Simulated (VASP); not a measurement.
Wanted: the native input for a VASP 6.6.1 run.

```yaml
Task: single point
Functional: PBE
Potentials_or_basis: VASP PAW PBE potentials, release 64 (Al)
Cutoff: 520 eV
k_mesh: 11 × 11 × 1
Occupations: fermi-dirac, width 0.05 eV
Spin: no spin polarisation
Dipole_correction: no
Further_INCAR_settings: ALGO = Normal; EDIFF = 1e-06; NBANDS = 20
```

The structure of Al lies in POSCAR:

```
Al
1.0
    2.8270770242      0.0000000000      0.0000000000
   -1.4135385121      2.4483205214      0.0000000000
    0.0000000000      0.0000000000     28.7789896050
Al
7
Direct
    0.3333333300      0.6666666600      0.2606067865
    0.0000000000      0.0000000000      0.3404045243
    0.6666666700      0.3333333400      0.4202022622
    0.0000000000      0.0000000000      0.5000000000
    0.3333333300      0.6666666600      0.5797977378
    0.0000000000      0.0000000000      0.6595954757
    0.6666666700      0.3333333400      0.7393932135
```

One way to write it, as run:

INCAR

```
SYSTEM = Al
ALGO = Normal ; EDIFF = 1E-6
ENCUT = 520 ; GGA = PE
ISIF = 2 ; ISMEAR = -1
LASPH = .TRUE. ; LCHARG = .FALSE.
LREAL = .FALSE. ; LWAVE = .FALSE.
NBANDS = 20 ; NELM = 60
PREC = Accurate ; SIGMA = 0.05
```

KPOINTS

```
k-points
0
G
  11 11 1
  0 0 0
```

Potentials or basis: VASP PAW PBE potentials, release 64 (Al).

Launch:

```bash
$ cat potpaw_PBE.64/Al/POTCAR > POTCAR
$ mpirun -np 1 vasp_std > vasp.out
```

Results of the run:

```json
{
  "Largest force": "0.162 eV/Å"
}
```

Wall time 90 s on 1 thread of Intel(R) Xeon(R) Platinum 8488C (Sapphire Rapids), on a shared host, peak memory 0.34 GiB.
